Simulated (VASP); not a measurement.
Write the native input for VASP 6.6.1 that does the following.

* Task: single point
* Functional: PBE
* Potentials or basis: VASP PAW PBE potentials, release 64 (Li_sv, H)
* Cutoff: 520 eV
* k mesh: 3 × 3 × 3
* Occupations: fermi-dirac, width 0.03 eV
* Spin: no spin polarisation
* Dipole correction: no
* Further INCAR settings: ALGO = Normal; EDIFF = 1e-07; NBANDS = 9

The structure of LiH lies in POSCAR:

```
LiH
1.0
    0.0000000000      2.0325000000      2.0325000000
    2.0325000000      0.0000000000      2.0325000000
    2.0325000000      2.0325000000      0.0000000000
Li H
1 1
Direct
    0.0000000000      0.0000000000      0.0000000000
    0.5000000000      0.5000000000      0.5000000000
```

These files were run (other wordings do the same):

INCAR

```
SYSTEM = LiH
ALGO     = Normal         ! electronic algorithm
EDIFF    = 1E-7           ! SCF threshold, eV
ENCUT    = 520            ! plane-wave cutoff, eV
GGA      = PE             ! functional
ISIF     = 2              ! what is computed and relaxed
ISMEAR   = -1             ! smearing method
LASPH    = .TRUE.         ! aspherical terms in the spheres
LCHARG   = .TRUE.         ! write CHGCAR
LELF     = .TRUE.         ! ELF
LREAL    = .FALSE.        ! projectors in reciprocal space
LVHAR    = .TRUE.       
LWAVE    = .FALSE.        ! write WAVECAR
NBANDS   = 9              ! bands
NELM     = 80             ! most SCF steps
PREC     = Accurate       ! precision mode
SIGMA    = 0.03           ! smearing width, eV
```

KPOINTS

```
k-points
0
G
  3 3 3
  0 0 0
```

Potentials or basis: VASP PAW PBE potentials, release 64 (Li_sv, H).

Run with:

```console
$ cat potpaw_PBE.64/Li_sv/POTCAR potpaw_PBE.64/H/POTCAR > POTCAR
$ mpirun -np 1 vasp_std > vasp.out
```

Results of the run:

* Band gap on the k mesh: 6.03 eV

Caveat: the k points lie up to 0.89 Å⁻¹ apart; an odd mesh through Γ misses points on the zone boundary, where band edges can lie.

Run time: 4.3 s on 1 thread of Intel Xeon 8259CL, with other jobs on the host, peak memory 0.13 GiB.
